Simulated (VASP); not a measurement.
**Pb: relaxation of cell and atoms with PBEsol**

Crystal: Pb.

```
CELL_PARAMETERS angstrom
-1.97966 1.97966 1.97966
1.97966 -1.97966 1.97966
1.97966 1.97966 -1.97966
ATOMIC_POSITIONS crystal
Pb 0.00000 0.00000 0.00000
```

```json
{
 "Program": "VASP 6.6.1",
 "Task": "relaxation of cell and atoms",
 "Functional": "PBEsol",
 "Potentials or basis": "VASP PAW PBE potentials, release 64 (Pb_d)",
 "Cutoff": "600 eV",
 "k mesh": "9 × 9 × 9",
 "Occupations": "fermi-dirac, width 0.05 eV",
 "Spin": "no spin polarisation",
 "Target pressure": "10 GPa",
 "Dipole correction": "no",
 "Further INCAR settings": "ALGO = Normal; EDIFF = 1e-06; IBRION = 2; EDIFFG = -0.005; NSW = 80; ISIF = 3"
}
```

| Item | Value |
| --- | --- |
| Relaxed volume | 25.65 Å³/atom |
| Relaxed cell | a = 3.218 Å, b = 3.218 Å, c = 3.218 Å, α = 109.47°, β = 109.47°, γ = 109.47° |
| Space group after relaxing (to 0.05 Å) | Im-3m (No. 229) |
| Energy change on relaxing (the enthalpy is what falls) | +98.8 meV/atom |
| Ionic steps | 7 |
| Pressure after relaxing | 10.0 GPa |
| Band gap on the k mesh | zero (band 7 reaches 18.40 eV, above the bottom of band 8 at 6.59 eV) |

Step by step:
```tsv
step	energy change (eV)	largest force (eV/Å)	pressure (GPa)	volume (Å³)
1	0.0000	0.0000	-1.97	31.03
2	0.5802	0.0000	32.47	21.74
3	0.0896	0.0000	9.45	25.80
4	0.0970	0.0000	9.89	25.68
5	0.1033	0.0000	10.27	25.58
6	0.0942	0.0000	9.74	25.72
7	0.0988	0.0000	10.00	25.65
```

Final structure:
```yaml
crystal:
  lattice:
    - [-1.85787, 1.85787, 1.85787]
    - [1.85787, -1.85787, 1.85787]
    - [1.85787, 1.85787, -1.85787]
  atoms:
    - { symbol: Pb, position: [0.00000, 0.00000, 0.00000] }
```

Levels at points of the mesh, in eV from the Fermi level:
| k point | band 3 | band 4 | band 5 | band 6 | band 7 | band 8 | band 9 | band 10 | band 11 |
| --- | --- | --- | --- | --- | --- | --- | --- | --- | --- |
| (0.00, 0.00, 0.00) | -17.27 | -16.89 | -16.89 | -13.05 | 9.26 | 9.26 | 9.26 | 11.30 | 11.30 |

Run time: 34 s on 1 thread of Intel(R) Xeon(R) Platinum 8488C (Sapphire Rapids) (shared host), peak memory 0.17 GiB.

Caveat: the cell is relaxed towards a set pressure, so the enthalpy falls and the energy may rise; the volume moved by over 15 % at a fixed basis, so the end points are rough; the PAW data sets were made with another functional, which shifts forces and pressure a little; spin-orbit coupling is left out, which moves the levels of the heavy elements.
